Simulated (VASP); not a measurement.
# K2Ta2SbO4 (a cell with a defect) in VASP: a series of runs

The runs below take K2Ta2SbO4 (a cell with a defect) through single point, with PBEsol, revPBE.

Program: VASP 6.6.1. These are calculated values, not measurements. Logs are shortened: lines on timing, memory, paths and dates and some standing lists are left out, and cuts for length are marked.

### Step 1. The cell of the first run

The cell holds a defect, 9 atoms: a = 7.971 Å, b = 3.985 Å, c = 3.985 Å, α = 90.00°, β = 90.00°, γ = 90.00°.

### Step 2. Single point, PBEsol, collinear spin

The input, INCAR:

```
SYSTEM = K2Ta2SbO4
  ALGO = Normal
  EDIFF = 1E-6
  ENCUT = 520
  GGA = PS
  GGA_COMPAT = .FALSE.
  ISIF = 2
  ISMEAR = -1
  ISPIN = 2
  ISYM = -1
  LASPH = .TRUE.
  LCHARG = .FALSE.
  LMAXMIX = 4
  LORBIT = 11
  LREAL = .FALSE.
  LWAVE = .FALSE.
  MAGMOM = 0 0 1 1 0 0 0 0 1
  NBANDS = 48
  NELM = 200
  PREC = Accurate
  SIGMA = 0.05
```

The input, KPOINTS:

```
explicit points
1
Reciprocal
  0.25000000   0.25000000   0.25000000 1
```

The input, POSCAR:

```
K2Ta2SbO4
1.0
    7.9708780000      0.0000000000      0.0000000000
    0.0000000000      3.9854390000      0.0000000000
    0.0000000000      0.0000000000      3.9854390000
K Ta O Sb
2 2 4 1
Direct
    0.0006740000      0.0039730000      0.0025980000
    0.5006170000      0.9964650000      0.0070350000
    0.2517200000      0.4972190000      0.5006860000
    0.7493560000      0.5051750000      0.4987980000
    0.7498220000      0.5040820000      0.9964300000
    0.0007950000      0.5052920000      0.4987210000
    0.2520990000      0.0025140000      0.5001260000
    0.7537790000      0.9951470000      0.4962230000
    0.4990620000      0.4961400000      0.5004240000
```

Potentials or basis: VASP PAW PBE potentials, release 64 (K_sv, Ta_pv, O, Sb).

Command:

```console
cat potpaw_PBE.64/K_sv/POTCAR potpaw_PBE.64/Ta_pv/POTCAR potpaw_PBE.64/O/POTCAR potpaw_PBE.64/Sb/POTCAR > POTCAR
mpirun -np 1 vasp_std > vasp.out
```

OUTCAR:

```text
SYSTEM = K2Ta2SbO4
   EDIFF = 1E-6
   ENCUT = 520
   GGA = PS
   ISIF = 2
   ISMEAR = -1
   ISPIN = 2
   ISYM = -1
   LASPH = .TRUE.
   LORBIT = 11
   LREAL = .FALSE.
   NELM = 200
   PREC = Accurate

 ion  position               nearest neighbor table
   1  0.001  0.004  0.003-   8 2.78   6 2.80   6 2.81   8 2.82   7 2.82   5 2.82   5 2.82   6 2.83
                             6 2.83   7 2.83   3 3.44   3 3.45   4 3.45   4 3.45   4 3.46   3 3.47
   2  0.501  0.996  0.007-   7 2.79   5 2.79   9 2.80   9 2.80   8 2.81   7 2.83   5 2.84   9 2.84
                             9 2.84   8 2.87   4 3.41   3 3.43   3 3.43   4 3.44   4 3.45   3 3.46
   3  0.252  0.497  0.501-   9 1.97   7 1.97   6 2.00   7 2.01   2 3.43   2 3.43   1 3.44   1 3.45
                             2 3.46   2 3.46   1 3.47   1 3.48
   4  0.749  0.505  0.499-   8 1.95   5 1.98   9 2.00   5 2.00   6 2.00   8 2.03   2 3.41   2 3.44
                             1 3.45   2 3.45   1 3.45   1 3.46   1 3.47   2 3.48
   5  0.750  0.504  0.996-   4 1.98   4 2.00   2 2.79   9 2.81   1 2.82   1 2.82   9 2.83   2 2.84

   6  0.001  0.505  0.499-   3 2.00   4 2.00   1 2.80   1 2.81   1 2.83   1 2.83
   7  0.252  0.003  0.500-   3 1.97   3 2.01   9 2.78   2 2.79   9 2.82   1 2.82   2 2.83   1 2.83

   8  0.754  0.995  0.496-   4 1.95   4 2.03   1 2.78   2 2.81   1 2.82   9 2.84   9 2.85   2 2.87

   9  0.499  0.496  0.500-   3 1.97   4 2.00   7 2.78   2 2.80   2 2.80   5 2.81   7 2.82   5 2.83
                             2 2.84   2 2.84   8 2.84   8 2.85

IMPORTANT INFORMATION: All symmetrisations will be switched off!
NOSYMM: (Re-)initialisation of all symmetry stuff for point group C_1.

----------------------------------------------------------------------------------------

                                     Primitive cell

  volume of cell :     126.6072

  direct lattice vectors                    reciprocal lattice vectors
     7.970878000  0.000000000  0.000000000     0.125456694  0.000000000  0.000000000
     0.000000000  3.985439000  0.000000000     0.000000000  0.250913387  0.000000000
     0.000000000  0.000000000  3.985439000     0.000000000  0.000000000  0.250913387

  length of vectors
     7.970878000  3.985439000  3.985439000     0.125456694  0.250913387  0.250913387

  position of ions in fractional coordinates (direct lattice)
     0.000674000  0.003973000  0.002598000
     0.500617000  0.996465000  0.007035000
     0.251720000  0.497219000  0.500686000
     0.749356000  0.505175000  0.498798000
     0.749822000  0.504082000  0.996430000
     0.000795000  0.505292000  0.498721000
     0.252099000  0.002514000  0.500126000
     0.753779000  0.995147000  0.496223000
     0.499062000  0.496140000  0.500424000

  ion indices of the primitive-cell ions
   primitive index   ion index
                 1           1
                 2           2
                 3           3
                 4           4
                 5           5
                 6           6
                 7           7
                 8           8
                 9           9

----------------------------------------------------------------------------------------

 KPOINTS: explicit points

Read explicit list of k-points.

 Found      1 k-points:

 Following reciprocal coordinates:
            Coordinates               Weight
  0.250000  0.250000  0.250000      1.000000
   k-points           NKPTS =      1   k-points in BZ     NKDIM =      1   number of bands    NBANDS=     48
   number of dos      NEDOS =    301   number of ions     NIONS =      9
   total plane-waves  NPLWV =  54000
   dimension x,y,z NGX =    60 NGY =   30 NGZ =   30
   dimension x,y,z NGXF=   120 NGYF=   60 NGZF=   60
   ions per type =               2   2   4   1
   NGX,Y,Z   is equivalent  to a cutoff of  12.51, 12.51, 12.51 a.u.
   NGXF,Y,Z  is equivalent  to a cutoff of  25.03, 25.03, 25.03 a.u.
 SYSTEM =  K2Ta2SbO4
   PREC   = accura    normal or accurate (medium, high low for compatibility)
   ISTART =      0    job   : 0-new  1-cont  2-samecut
   ICHARG =      2    charge: 1-file 2-atom 10-const
   ISPIN  =      2    spin polarized calculation?
   LNONCOLLINEAR =      F non collinear calculations
   LSORBIT =      F    spin-orbit coupling
   LASPH  =      T    aspherical Exc in radial PAW
   ENCUT  =  520.0 eV  38.22 Ry    6.18 a.u.  14.82  7.41  7.41*2*pi/ulx,y,z
   NELM   =    200;   NELMIN=  2; NELMDL= -5     # of ELM steps
   EDIFF  = 0.1E-05   stopping-criterion for ELM
   LREAL  =      F    real-space projection
   EDIFFG = 0.1E-04   stopping-criterion for IOM
   NSW    =      0    number of steps for IOM
   IBRION =     -1    ionic relax: 0-MD 1-quasi-New 2-CG
   NFREE  =      0    steps in history (QN), initial steepest desc. (CG)
   ISIF   =      2    stress and relaxation
   ISYM   =     -1    0-nonsym 1-usesym 2-fastsym
   POTIM  = 0.5000    time-step for ionic-motion
   TEBEG  =    0.0;   TEEND  =   0.0 temperature during run
   PSTRESS=    0.0 pullay stress
   NELECT =      69.0000    total number of electrons
   NUPDOWN=      -1.0000    fix difference up-down
   EMIN   =  10.00;   EMAX   =-10.00  energy-range for DOS
   EFERMI =   0.00;   METHOD = LEGACY
   ISMEAR =    -1;   SIGMA  =   0.05  broadening in eV -4-tet -1-fermi 0-gaus
   EFERMI_NEDOS =   21; number of points for ismear=-14 and -15
   IALGO  =     38    algorithm
   IMIX   =      4    mixing-type and parameters
     AMIX     =   0.40;   BMIX     =  1.00
     AMIX_MAG =   1.60;   BMIX_MAG =  1.00
  volume/ion in A,a.u.               =      14.07        94.93
  Fermi-wavevector in a.u.,A,eV,Ry     =   1.337227  2.526992 24.329600  1.788175
  Thomas-Fermi vector in A             =   2.465792
   LORBIT       =     11    0 simple, 1 ext, 2 COOP (PROOUT), +10 PAW based schemes
   GGA     = PS    functional components
   LHFCALC =     F    Hartree Fock is set to
   AEXX    =    0.0000 exact exchange contribution
   IVDW    =     0    specifies the selected vdW correction
   LEPSILON=     F    determine dielectric tensor
   LRPA    =     F    only Hartree local field effects (RPA)
 spin polarized calculation
  energy-cutoff  :      520.00
  volume of cell :      126.61
 maximum number of plane-waves:      3410
 NGX is ok and might be reduce to    60
   NGX = 29   NGY = 15   NGZ = 15

 number of electron      68.9999989 magnetization       0.9901128

 Free energy of the ion-electron system (eV)
  ---------------------------------------------------
  ext. energy  EPLUGINS =         0.00000000
  ---------------------------------------------------
  free energy    TOTEN  =       -52.77731232 eV

  energy without entropy =      -52.77388183  energy(sigma->0) =      -52.77559707

 E-fermi :   5.1441     XC(G=0): -11.2493

 val. band max:        4.8790485604   @ k =   0.2500   0.2500   0.2500
 cond. band min:       5.4049981984   @ k =   0.2500   0.2500   0.2500
 fundamental gap:      0.5259496379
 Fermi energy:         5.1441399461

 spin component 1

 k-point     1 :       0.2500    0.2500    0.2500
  band No.  band energies     occupation
      1     -30.7521      1.00000
      2     -30.3648      1.00000
      3     -30.1074      1.00000
      4     -29.9674      1.00000
      5     -29.8850      1.00000
      6     -29.6156      1.00000
[... 38 lines left out ...]
     45      11.8139      0.00000
     46      12.3084      0.00000
 Fermi energy:         5.1441399461

 spin component 2

 k-point     1 :       0.2500    0.2500    0.2500
  band No.  band energies     occupation
      1     -30.6281      1.00000
      2     -30.1245      1.00000
      3     -30.0671      1.00000
      4     -29.9347      1.00000
      5     -29.7629      1.00000
      6     -29.2648      1.00000
[... 38 lines left out ...]
     45      11.8982      0.00000
     46      12.3949      0.00000
 [bands above 46 left out]

------------------------ aborting loop because EDIFF is reached ----------------------------------------

  FORCE on cell =-STRESS in cart. coord.  units (eV):
  Direction    XX          YY          ZZ          XY          YZ          ZX
  --------------------------------------------------------------------------------------
  -------------------------------------------------------------------------------------
  Total      121.6143230     14.1000159     10.8656556     -0.1181981     -6.3150718     -0.7811031
  in kB     1538.9936015    178.4315678    137.5016865     -1.4957627    -79.9153816     -9.8846305
  external PRESSURE =     618.3089519 kB  Pullay stress =       0.0000000 kB

 VOLUME and BASIS-vectors are now :
 -----------------------------------------------------------------------------
  energy-cutoff  :      520.00
  volume of cell :      126.61
      direct lattice vectors                 reciprocal lattice vectors
     7.970878000  0.000000000  0.000000000     0.125456694  0.000000000  0.000000000
     0.000000000  3.985439000  0.000000000     0.000000000  0.250913387  0.000000000
     0.000000000  0.000000000  3.985439000     0.000000000  0.000000000  0.250913387

 POSITION                                       TOTAL-FORCE (eV/Angst)
 -----------------------------------------------------------------------------------
      0.00537      0.01583      0.01035        -0.321147     -0.001142     -0.058754
      3.99036      3.97135      0.02804         0.402377      0.103674     -0.326965
      2.00643      1.98164      1.99545       -27.418456      0.077942     -0.300900
      5.97303      2.01334      1.98793        26.874593      0.326844     -1.040522
      5.97674      2.00899      3.97121         0.091253     -0.103512      0.572721
      0.00634      2.01381      1.98762         1.053807     -0.181776      0.402024
      2.00945      0.01002      1.99322        -0.935277     -0.150036     -0.026701
      6.00828      3.96610      1.97767         0.441743      0.437444     -0.046632
      3.97796      1.97734      1.99441        -0.188893     -0.509438      0.825729
 -----------------------------------------------------------------------------------
    total drift:                                0.001612      0.000153     -0.000857

  FREE ENERGIE OF THE ION-ELECTRON SYSTEM (eV)
  ---------------------------------------------------
  free  energy   TOTEN  =       -52.7773123200 eV

  energy  without entropy=      -52.7738818273  energy(sigma->0) =      -52.77559707

 total charge

# of ion       s       p       d       tot
------------------------------------------
    1        1.962   5.583   0.051   7.595
    2        1.982   5.609   0.132   7.722
    3        0.452   6.291   2.612   9.356
    4        0.431   6.396   2.592   9.419
    5        1.569   3.476   0.000   5.045
    6        1.573   3.453   0.000   5.026
    7        1.573   3.454   0.000   5.026
    8        1.568   3.486   0.000   5.054
    9        1.323   2.083   0.106   3.512
--------------------------------------------------
tot         12.433  39.830   5.492  57.755

 magnetization (x)

# of ion       s       p       d       tot
------------------------------------------
    1        0.001   0.003   0.003   0.007
    2       -0.000  -0.000  -0.000  -0.001
    3        0.017   0.041   0.382   0.439
    4        0.010   0.024   0.065   0.099
    5       -0.000  -0.000   0.000  -0.000
    6        0.004   0.073   0.000   0.077
    7       -0.000  -0.010   0.000  -0.010
    8       -0.000  -0.005   0.000  -0.006
    9        0.011   0.153   0.006   0.170
--------------------------------------------------
tot          0.042   0.278   0.456   0.775
```

Run time: 36 s. Hardware: 1 thread of Intel Xeon Platinum 8488C (Sapphire Rapids), shared host; peak memory 0.25 GiB.

Results:

```yaml
Free_energy: -52.7773 eV
Pressure: 61.8 GPa
Largest_force: 27.420 eV/Å
Net_moment: 0.99 μB per cell
Site_moments: K +0.01, -0.00; Ta +0.44, +0.10; O -0.00, +0.08, -0.01 (each value once); Sb +0.17 μB
Valence_electrons_inside_the_program's_atomic_spheres: K 7.59, 7.72; Ta 9.36, 9.42; O 5.04, 5.03, 5.05 (each value once); Sb 3.51
```

Forces on the atoms (eV/Å):
```
K    -0.321  -0.001  -0.059
K     0.402   0.104  -0.327
Ta  -27.418   0.078  -0.301
Ta   26.875   0.327  -1.041
O     0.091  -0.104   0.573
O     1.054  -0.182   0.402
O    -0.935  -0.150  -0.027
O     0.442   0.437  -0.047
Sb   -0.189  -0.509   0.826
```

Caveat: atoms lie so close that the PAW spheres overlap strongly, which falsifies energies and pressures; the PAW data sets were made with another functional, which shifts forces and pressure a little; spin-orbit coupling is left out, which moves the levels of the heavy elements.

(Part 1 of 2 ends here.)
